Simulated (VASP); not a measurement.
Write the native input for VASP 6.6.1 that does the following.

| Item | Value |
| --- | --- |
| Task | single point |
| Functional | LDA |
| Potentials or basis | VASP PAW LDA potentials, release 64 (Ge_d) |
| Cutoff | 520 eV |
| k mesh | 6 × 6 × 2 |
| Occupations | fermi-dirac, width 0.05 eV |
| Spin | no spin polarisation |
| Dipole correction | no |
| Further INCAR settings | ALGO = Normal; EDIFF = 1e-07; NBANDS = 36 |

The structure of Ge lies in POSCAR:

```
Ge
1.0
    3.9956626301      0.0000000000      0.0000000000
   -1.9978313150      3.4603453426      0.0000000000
    0.0000000000      0.0000000000     10.8447818813
Ge
4
Direct
    0.6666666667      0.3333333333      0.4148480000
    0.3333333333      0.6666666667      0.9148480000
    0.0000000000      0.0000000000      0.4774520000
    0.0000000000      0.0000000000      0.9774520000
```

These files were run (other wordings do the same):

INCAR

```
PREC = Accurate ; ENCUT = 520
EDIFF = 1E-7 ; ISMEAR = -1
SIGMA = 0.05 ; LREAL = F
LASPH = T ; NELM = 100
ALGO = Normal ; ISIF = 2
LWAVE = F ; LCHARG = F
NBANDS = 36
```

KPOINTS

```
regular mesh
0
Gamma
  6 6 2
```

Potentials or basis: VASP PAW LDA potentials, release 64 (Ge_d).

The run is started by

```sh
$ cat potpaw_LDA.64/Ge_d/POTCAR > POTCAR
$ mpirun -np 1 vasp_std > vasp.out
```

It gave:

```yaml
Pressure: -1.4 GPa
Largest_force: 0.167 eV/Å
Band_gap_on_the_k_mesh: zero (filled and empty bands touch)
```

It took 67 s on 1 thread of Intel(R) Xeon(R) Platinum 8259CL CPU @ 2.50GHz (Skylake/Cascade Lake) (shared host), peak memory 0.23 GiB.
